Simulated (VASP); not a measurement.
# BaTiO3: relaxation of shape and atoms at fixed volume with r2SCAN

The system is BaTiO3.

```xyz
5
Lattice="3.8878 0.0000 0.0000 0.0000 2.7591 2.7618 0.0000 -2.7591 2.7618" Properties=species:S:1:pos:R:3 pbc="T T T"
Ba    0.0000    0.0000    0.0160
Ti    1.9439    0.0000    2.8242
O     0.0000    0.0000    2.7356
O     1.9439   -1.3684    4.1080
O     1.9439    1.3684    4.1080
```

```yaml
Program: VASP 6.6.1
Task: relaxation of shape and atoms at fixed volume
Functional: r2SCAN
Potentials_or_basis: VASP PAW PBE potentials, release 64 (Ba_sv, Ti_sv, O)
Cutoff: 600 eV
k_mesh: 8 × 8 × 8
Occupations: gaussian, width 0.02 eV
Spin: no spin polarisation
Dipole_correction: no
Further_INCAR_settings: ALGO = Normal; EDIFF = 1e-06; IBRION = 2; EDIFFG = -0.01; NSW = 50; ISIF = 4
```

```json
{"Energy gained by relaxing": "2.5 meV/atom", "Ionic steps": "10", "Pressure after relaxing": "17.9 GPa", "Largest force after relaxing": "0.007 eV/Å", "Band gap on the k mesh": "2.32 eV (least direct gap 2.39 eV)"}
```

Forces in eV/Å, atoms in the order of the input:
```
Ba   0.000  0.000 -0.005
Ti   0.000  0.000 -0.006
O    0.000  0.000  0.007
O    0.000  0.006  0.002
O    0.000 -0.006  0.002
```

Step by step:
```tsv
step	energy change (eV)	largest force (eV/Å)	pressure (GPa)	volume (Å³)
1	0.0000	0.2712	18.80	59.25
2	-0.0059	0.1619	18.37	59.25
3	-0.0074	0.1419	18.08	59.25
4	-0.0107	0.0894	17.99	59.25
5	-0.0118	0.0368	17.93	59.25
6	-0.0126	0.0291	17.91	59.25
7	-0.0126	0.0268	17.91	59.25
8	-0.0126	0.0117	17.90	59.25
9	-0.0127	0.0114	17.90	59.25
10	-0.0127	0.0075	17.90	59.25
```

Final structure:
```
Ba Ti O
1.0
     3.89875    0.00000    0.00000
     0.00000    2.75654    2.75664
     0.00000   -2.75654    2.75664
Ba Ti O
1 1 3
Direct
  0.00000 0.99958 0.99958
  0.50000 0.49991 0.49991
  0.00000 0.49910 0.49910
  0.50000 0.49910 0.99919
  0.50000 0.99919 0.49910
```

Levels at points of the mesh, in eV from the valence-band top:
```csv
k point,band 16,band 17,band 18,band 19,band 20,band 21,band 22,band 23,band 24
"(0.00, 0.00, 0.00)",-1.26,-1.26,-0.07,-0.07,-0.07,2.32,2.32,2.32,4.76
"(0.50, 0.00, 0.00)",-2.03,-1.91,-1.91,-0.74,-0.74,2.51,4.29,4.29,4.78
"(0.00, 0.50, 0.00)",-2.03,-1.92,-1.91,-0.74,-0.74,2.51,4.29,4.29,4.78
"(0.50, 0.50, 0.00)",-2.98,-1.74,-0.83,-0.83,-0.10,4.31,4.31,4.78,5.81
"(0.00, 0.50, 0.50)",-2.98,-1.74,-0.82,-0.82,-0.10,4.31,4.31,4.78,5.81
"(0.50, 0.50, 0.50)",-2.36,-2.36,0.00,0.00,0.00,5.09,5.09,5.09,7.80
```

Run time: 58 min on 1 thread of Oxide Virtual Turin-like Processor, on a shared host, peak memory 0.31 GiB.

Caveat: the PAW data sets were made with another functional, which shifts forces and pressure a little; spin-orbit coupling is left out, which moves the levels of the heavy elements. A k mesh can miss the band edges.
